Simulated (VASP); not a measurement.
Here is a VASP 6.6.1 calculation.

Contents of INCAR:

```
  PREC = Accurate
  ENCUT = 520
  EDIFF = 1E-7
  ISMEAR = -1
  SIGMA = 0.05
  LREAL = False
  LASPH = True
  NELM = 150
  ALGO = Normal
  ISIF = 2
  LWAVE = False
  LCHARG = False
  ISPIN = 2
  MAGMOM = 1 1 1 1 0 0 0.6 0.6 0 0
  LORBIT = 11
  LMAXMIX = 4
  GGA = PE
  IVDW = 12
  NBANDS = 72
```

Contents of KPOINTS:

```
Automatic mesh
0
Gamma
  8 8 1
```

The input POSCAR:

```
NiMoIrPdW
1.0
    2.7708500000      0.0000000000      0.0000000000
   -1.3854300000      2.3996300000      0.0000000000
    0.0000000000      0.0000000000     22.0196100000
Ni Mo Pd Ir W
2 2 2 2 2
Direct
    0.3333300000      0.6666700000      0.8508100000
    0.6666700000      0.3333300000      0.1491900000
    0.6666700000      0.3333300000      0.7605900000
    0.3333300000      0.6666700000      0.2394100000
    0.3333300000      0.6666700000      0.0532900000
    0.6666700000      0.3333300000      0.9467100000
    0.3333300000      0.6666700000      0.6582700000
    0.6666700000      0.3333300000      0.3417300000
    0.3333300000      0.6666700000      0.4441800000
    0.6666700000      0.3333300000      0.5558200000
```

Potentials or basis: VASP PAW PBE potentials, release 64 (Ni, Mo_sv, Pd, Ir, W_sv).

Launch:

```bash
$ cat potpaw_PBE.64/Ni/POTCAR potpaw_PBE.64/Mo_sv/POTCAR potpaw_PBE.64/Pd/POTCAR potpaw_PBE.64/Ir/POTCAR potpaw_PBE.64/W_sv/POTCAR > POTCAR
$ mpirun -np 1 vasp_std > vasp.out
```

Question: Estimate the pressure.

Answer: -6.5 GPa.

Question: Predict the band gap on the k mesh.

Answer: Zero (filled and empty bands overlap).

Forces in eV/Å, atoms in the order of the input:
```
Ni   0.000  0.000  0.003
Ni   0.000  0.000 -0.003
Mo   0.000  0.000 -0.082
Mo   0.000  0.000  0.082
Pd   0.000  0.000 -0.051
Pd   0.000  0.000  0.051
Ir   0.000  0.000  0.007
Ir   0.000  0.000 -0.007
W    0.000  0.000 -0.051
W    0.000  0.000  0.051
```

Caveat: three body term missing; the cell stands under tension; the moments typed at the start vanished in this run; spin-orbit coupling is left out, which moves the levels of the heavy elements.
